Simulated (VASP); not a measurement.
# MoS2 (P6_3/mmc) in VASP: further runs

MoS2 is run at these levels: PBE+D4; tasks: single point.

Everything below comes from runs of VASP 6.6.1. Logs are shortened: lines on timing, memory, paths and dates and some standing lists are left out, and cuts for length are marked.

**Measured values to compare with.**

From “Multiwavelength excitation Raman Scattering Analysis of bulk and 2 dimensional MoS2: Vibrational properties of atomically thin MoS2 layers”, 2015, arxiv:1506.03228, for a bulk crystal of MoS2 at 300 K: band gap 1.3 eV (indirect).

The runs below are set against these values where they give the same quantity.

**1. The cell of the first run**

The structure is hexagonal, space group P6_3/mmc (No. 194). The conventional cell has a = 3.037 Å, b = 3.037 Å, c = 11.810 Å, α = 90.00°, β = 90.00°, γ = 120.00°. Within 3.0 Å of Mo (site symmetry -6m2) lie 6 S at 2.31 Å. S (site symmetry 3m) has 3 Mo at 2.31 Å and 1 S at 3.00 Å within 3.0 Å.

**2. Single point, PBE+D4**

Contents of INCAR:

```
SYSTEM = MoS2
PREC = Accurate
ENCUT = 520
EDIFF = 1E-7
ISMEAR = 1
SIGMA = 0.15
LREAL = .FALSE.
LASPH = .TRUE.
NELM = 80
ALGO = Normal
ISIF = 2
LWAVE = .FALSE.
LCHARG = .TRUE.
GGA = PE
IVDW = 13
LELF = .TRUE.
LVHAR = .TRUE.
NBANDS = 35
```

Contents of KPOINTS:

```
regular mesh
0
G
  8 8 2
  0 0 0
```

Contents of POSCAR:

```
MoS2
1.0
    3.0368019054      0.0000000000      0.0000000000
   -1.5184009527      2.6299480711      0.0000000000
    0.0000000000      0.0000000000     11.8098916637
Mo S
2 4
Direct
    0.3333333333      0.6666666667      0.2500000000
    0.6666666667      0.3333333333      0.7500000000
    0.3333333333      0.6666666667      0.6230000000
    0.6666666667      0.3333333333      0.1230000000
    0.3333333333      0.6666666667      0.8770000000
    0.6666666667      0.3333333333      0.3770000000
```

Potentials or basis: VASP PAW PBE potentials, release 64 (Mo_sv, S).

The run is started by

```sh
> cat potpaw_PBE.64/Mo_sv/POTCAR potpaw_PBE.64/S/POTCAR > POTCAR
> mpirun -np 1 vasp_std > vasp.out
```

OUTCAR:

```text
SYSTEM = MoS2
   PREC = Accurate
   ENCUT = 520
   EDIFF = 1E-7
   ISMEAR = 1
   LREAL = .FALSE.
   LASPH = .TRUE.
   NELM = 80
   ISIF = 2
   GGA = PE
   IVDW = 13

 ion  position               nearest neighbor table
   1  0.333  0.667  0.250-   4 2.31   6 2.31   4 2.31   6 2.31   4 2.31   6 2.31
   2  0.667  0.333  0.750-   3 2.31   5 2.31   3 2.31   5 2.31   3 2.31   5 2.31
   3  0.333  0.667  0.623-   2 2.31   2 2.31   2 2.31
   4  0.667  0.333  0.123-   1 2.31   1 2.31   1 2.31
   5  0.333  0.667  0.877-   2 2.31   2 2.31   2 2.31
   6  0.667  0.333  0.377-   1 2.31   1 2.31   1 2.31

  LATTYP: Found a hexagonal cell.
 ALAT       =     3.0368019054
 C/A-ratio  =     3.8889239508

  Lattice vectors:

 A1 = (   3.0368019054,   0.0000000000,   0.0000000000)
 A2 = (  -1.5184009527,   2.6299480711,   0.0000000000)
 A3 = (   0.0000000000,   0.0000000000,  11.8098916637)

Analysis of symmetry for initial positions (statically):
=====================================================================
 Subroutine PRICEL returns:
 Original cell was already a primitive cell.

 Routine SETGRP: Setting up the symmetry group for a
 hexagonal supercell.

 Subroutine GETGRP returns: Found 24 space group operations
 (whereof 12 operations were pure point group operations)
 out of a pool of 24 trial point group operations.

The static configuration has the point symmetry D_3d.
 The point group associated with its full space group is D_6h.

Analysis of symmetry for dynamics (positions and initial velocities):
=====================================================================
 Subroutine PRICEL returns:
 Original cell was already a primitive cell.

 Routine SETGRP: Setting up the symmetry group for a
 hexagonal supercell.

 Subroutine GETGRP returns: Found 24 space group operations
 (whereof 12 operations were pure point group operations)
 out of a pool of 24 trial point group operations.

The dynamic configuration has the point symmetry D_3d.
 The point group associated with its full space group is D_6h.

 Subroutine INISYM returns: Found 24 space group operations
 (whereof 12 operations are pure point group operations),
 and found     1 'primitive' translations

----------------------------------------------------------------------------------------

                                     Primitive cell

  volume of cell :      94.3213

  direct lattice vectors                    reciprocal lattice vectors
     3.036801905  0.000000000  0.000000000     0.329293787  0.190117822  0.000000000
    -1.518400953  2.629948071  0.000000000     0.000000000  0.380235645  0.000000000
     0.000000000  0.000000000 11.809891664     0.000000000  0.000000000  0.084674782

  length of vectors
     3.036801905  3.036802317 11.809891664     0.380235696  0.380235645  0.084674782

  position of ions in fractional coordinates (direct lattice)
     0.333333333  0.666666667  0.250000000
     0.666666667  0.333333333  0.750000000
     0.333333333  0.666666667  0.623000000
     0.666666667  0.333333333  0.123000000
     0.333333333  0.666666667  0.877000000
     0.666666667  0.333333333  0.377000000

  ion indices of the primitive-cell ions
   primitive index   ion index
                 1           1
                 2           2
                 3           3
                 4           4
                 5           5
                 6           6

----------------------------------------------------------------------------------------

 KPOINTS: regular mesh

Automatic generation of k-mesh.
 Grid dimensions read from file:
 generate k-points for:    8    8    2

 Generating k-lattice:

  Cartesian coordinates                     Fractional coordinates (reciprocal lattice)
     0.041161723  0.023764728  0.000000000     0.125000000  0.000000000  0.000000000
     0.000000000  0.047529456  0.000000000     0.000000000  0.125000000  0.000000000
     0.000000000  0.000000000  0.042337391     0.000000000  0.000000000  0.500000000

  Length of vectors
     0.047529462  0.047529456  0.042337391

  Shift w.r.t. Gamma in fractional coordinates (k-lattice)
     0.000000000  0.000000000  0.000000000

 Subroutine IBZKPT returns following result:
 ===========================================

 Found     20 irreducible k-points:

 Following reciprocal coordinates:
            Coordinates               Weight
  0.000000  0.000000  0.000000      1.000000
  0.125000  0.000000  0.000000      6.000000
  0.250000  0.000000  0.000000      6.000000
  0.375000  0.000000  0.000000      6.000000
  0.500000  0.000000  0.000000      3.000000
  0.125000  0.125000  0.000000      6.000000
[... 12 lines left out ...]
  0.250000  0.250000  0.500000      6.000000
  0.375000  0.250000  0.500000      6.000000
   k-points           NKPTS =     20   k-points in BZ     NKDIM =     20   number of bands    NBANDS=     35
   number of dos      NEDOS =    301   number of ions     NIONS =      6
   total plane-waves  NPLWV =  51840
   dimension x,y,z NGX =    24 NGY =   24 NGZ =   90
   dimension x,y,z NGXF=    48 NGYF=   48 NGZF=  180
   ions per type =               2   4
   NGX,Y,Z   is equivalent  to a cutoff of  13.14, 13.14, 12.67 a.u.
   NGXF,Y,Z  is equivalent  to a cutoff of  26.28, 26.28, 25.34 a.u.
 SYSTEM =  MoS2
   PREC   = accura    normal or accurate (medium, high low for compatibility)
   ISTART =      0    job   : 0-new  1-cont  2-samecut
   ICHARG =      2    charge: 1-file 2-atom 10-const
   ISPIN  =      1    spin polarized calculation?
   LNONCOLLINEAR =      F non collinear calculations
   LSORBIT =      F    spin-orbit coupling
   LASPH  =      T    aspherical Exc in radial PAW
   ENCUT  =  520.0 eV  38.22 Ry    6.18 a.u.   5.65  5.65 21.96*2*pi/ulx,y,z
   NELM   =     80;   NELMIN=  2; NELMDL= -5     # of ELM steps
   EDIFF  = 0.1E-06   stopping-criterion for ELM
   LREAL  =      F    real-space projection
   EDIFFG = 0.1E-05   stopping-criterion for IOM
   NSW    =      0    number of steps for IOM
   IBRION =     -1    ionic relax: 0-MD 1-quasi-New 2-CG
   NFREE  =      0    steps in history (QN), initial steepest desc. (CG)
   ISIF   =      2    stress and relaxation
   ISYM   =      2    0-nonsym 1-usesym 2-fastsym
   POTIM  = 0.5000    time-step for ionic-motion
   TEBEG  =    0.0;   TEEND  =   0.0 temperature during run
   PSTRESS=    0.0 pullay stress
   NELECT =      52.0000    total number of electrons
   NUPDOWN=      -1.0000    fix difference up-down
   EMIN   =  10.00;   EMAX   =-10.00  energy-range for DOS
   EFERMI =   0.00;   METHOD = LEGACY
   ISMEAR =     1;   SIGMA  =   0.15  broadening in eV -4-tet -1-fermi 0-gaus
   EFERMI_NEDOS =   21; number of points for ismear=-14 and -15
   IALGO  =     38    algorithm
   IMIX   =      4    mixing-type and parameters
     AMIX     =   0.40;   BMIX     =  1.00
     AMIX_MAG =   1.60;   BMIX_MAG =  1.00
  volume/ion in A,a.u.               =      15.72       106.09
  Fermi-wavevector in a.u.,A,eV,Ry     =   1.342372  2.536715 24.517176  1.801962
  Thomas-Fermi vector in A             =   2.470531
   LORBIT       =      0    0 simple, 1 ext, 2 COOP (PROOUT), +10 PAW based schemes
   GGA     = PE    functional components
   LHFCALC =     F    Hartree Fock is set to
   AEXX    =    0.0000 exact exchange contribution
   IVDW    =    13    specifies the selected vdW correction
   LEPSILON=     F    determine dielectric tensor
   LRPA    =     F    only Hartree local field effects (RPA)
 non-spin polarized calculation
 Methfessel and Paxton  Order N= 1 SIGMA  =   0.15
  energy-cutoff  :      520.00
  volume of cell :       94.32
 maximum number of plane-waves:      2562
 NGX is ok and might be reduce to    24
   NGX = 11   NGY = 11   NGZ = 43

 number of electron      52.0000001 magnetization

 Free energy of the ion-electron system (eV)
  ---------------------------------------------------
  ext. energy  EPLUGINS =         0.00000000
  ---------------------------------------------------
  free energy    TOTEN  =       -42.54422940 eV

  energy without entropy =      -42.54429768  energy(sigma->0) =      -42.54425216

 E-fermi :   9.4980     XC(G=0): -11.4613

 val. band max:        9.3717390101   @ k =   0.0000   0.0000   0.0000
 cond. band min:      10.2417266164   @ k =   0.2500   0.1250   0.0000
 fundamental gap:      0.8699876063
 Fermi energy:         9.4979833887

 k-point     1 :       0.0000    0.0000    0.0000
  band No.  band energies     occupation
      1     -52.1912      2.00000
      2     -52.1912      2.00000
      3     -26.4894      2.00000
      4     -26.4891      2.00000
      5     -26.0923      2.00000
      6     -26.0923      2.00000
[... 27 lines left out ...]
     34      12.2048     -0.00000
     35      15.2470      0.00000

 k-point     2 :       0.1250    0.0000    0.0000
  band No.  band energies     occupation
      1     -52.1807      2.00000
      2     -52.1807      2.00000
      3     -26.4695      2.00000
      4     -26.4693      2.00000
      5     -26.1881      2.00000
      6     -26.1881      2.00000
[... 27 lines left out ...]
     34      12.1808     -0.00000
     35      16.3729      0.00000

 k-point     3 :       0.2500    0.0000    0.0000
  band No.  band energies     occupation
      1     -52.1551      2.00000
      2     -52.1551      2.00000
      3     -26.4213      2.00000
      4     -26.4211      2.00000
      5     -26.4140      2.00000
      6     -26.4140      2.00000
[... 27 lines left out ...]
     34      13.0773      0.00000
     35      17.1571      0.00000

 k-point     4 :       0.3750    0.0000    0.0000
  band No.  band energies     occupation
      1     -52.1293      2.00000
      2     -52.1293      2.00000
      3     -26.6328      2.00000
      4     -26.6328      2.00000
      5     -26.3726      2.00000
      6     -26.3725      2.00000
[... 27 lines left out ...]
     34      13.6535      0.00000
     35      15.6823      0.00000

 k-point     5 :       0.5000    0.0000    0.0000
  band No.  band energies     occupation
      1     -52.1186      2.00000
      2     -52.1186      2.00000
      3     -26.7215      2.00000
      4     -26.7215      2.00000
      5     -26.3523      2.00000
      6     -26.3523      2.00000
[... 486 lines left out ...]
 k-point    18 :       0.3750    0.1250    0.5000
  band No.  band energies     occupation
      1     -52.1186      2.00000
      2     -52.1186      2.00000
      3     -26.6735      2.00000
      4     -26.6735      2.00000
      5     -26.3524      2.00000
      6     -26.3524      2.00000
[... 27 lines left out ...]
     34      13.4154      0.00000
     35      15.8483      0.00000

 k-point    19 :       0.2500    0.2500    0.5000
  band No.  band energies     occupation
      1     -52.1187      2.00000
      2     -52.1187      2.00000
      3     -26.6071      2.00000
      4     -26.6071      2.00000
      5     -26.3564      2.00000
      6     -26.3564      2.00000
[... 27 lines left out ...]
     34      13.9830      0.00000
     35      16.6259      0.00000

 k-point    20 :       0.3750    0.2500    0.5000
  band No.  band energies     occupation
      1     -52.1111      2.00000
      2     -52.1111      2.00000
      3     -26.6150      2.00000
      4     -26.6150      2.00000
      5     -26.4282      2.00000
      6     -26.4282      2.00000
[... 27 lines left out ...]
     34      14.1447      0.00000
     35      16.1252      0.00000

------------------------ aborting loop because EDIFF is reached ----------------------------------------

  DFT-D4 for vdW energy calculation

  Edisp (eV):   -2.86900

  FORCE on cell =-STRESS in cart. coord.  units (eV):
  Direction    XX          YY          ZZ          XY          YZ          ZX
  --------------------------------------------------------------------------------------
  -------------------------------------------------------------------------------------
  Total      12.91907    12.91908    14.53599    -0.00000    -0.00000     0.00000
  in kB     219.44834   219.44842   246.91402    -0.00000    -0.00000     0.00000
  external pressure =      228.60 kB  Pullay stress =        0.00 kB

 VOLUME and BASIS-vectors are now :
 -----------------------------------------------------------------------------
  energy-cutoff  :      520.00
  volume of cell :       94.32
      direct lattice vectors                 reciprocal lattice vectors
     3.036801905  0.000000000  0.000000000     0.329293787  0.190117822  0.000000000
    -1.518400953  2.629948071  0.000000000     0.000000000  0.380235645  0.000000000
     0.000000000  0.000000000 11.809891664     0.000000000  0.000000000  0.084674782

 POSITION                                       TOTAL-FORCE (eV/Angst)
 -----------------------------------------------------------------------------------
     -0.00000      1.75330      2.95247        -0.000000     -0.000000      0.000000
      1.51840      0.87665      8.85742         0.000000      0.000000      0.000000
     -0.00000      1.75330      7.35756         0.000000     -0.000000     -2.322507
      1.51840      0.87665      1.45262        -0.000000     -0.000000     -2.322507
     -0.00000      1.75330     10.35727         0.000000     -0.000000      2.322507
      1.51840      0.87665      4.45233        -0.000000      0.000000      2.322507
 -----------------------------------------------------------------------------------
    total drift:                               -0.000000      0.000000     -0.000000

  FREE ENERGIE OF THE ION-ELECTRON SYSTEM (eV)
  ---------------------------------------------------
  free  energy   TOTEN  =       -45.4132305679 eV

  energy  without entropy=      -45.4132988411  energy(sigma->0) =      -45.41325333
```

Wall time 84 s (1 thread of Intel Xeon 6975P-C, shared host); peak memory 0.24 GiB.

Results:

* Free energy: -45.4132 eV
* Pressure: 22.9 GPa
* Largest force: 2.323 eV/Å
* Band gap on the k mesh: 0.87 eV, indirect (least direct gap 2.27 eV)
* Dispersion energy per atom: -0.478 eV

Forces on the atoms (eV/Å):
```
Mo   0.000  0.000  0.000
Mo   0.000  0.000  0.000
S    0.000  0.000 -2.323
S    0.000  0.000 -2.323
S    0.000  0.000  2.323
S    0.000  0.000  2.323
```

Stress tensor (GPa, compression positive):
```
21.94  0.00  0.00
 0.00 21.94  0.00
 0.00  0.00 24.69
```

Caveat: forces of over 1 eV/Å act on the atoms, so gaps and moduli don't describe the material at rest. As with any semilocal functional, this PBE gap is likely too small.

[end of part 1 of 2]
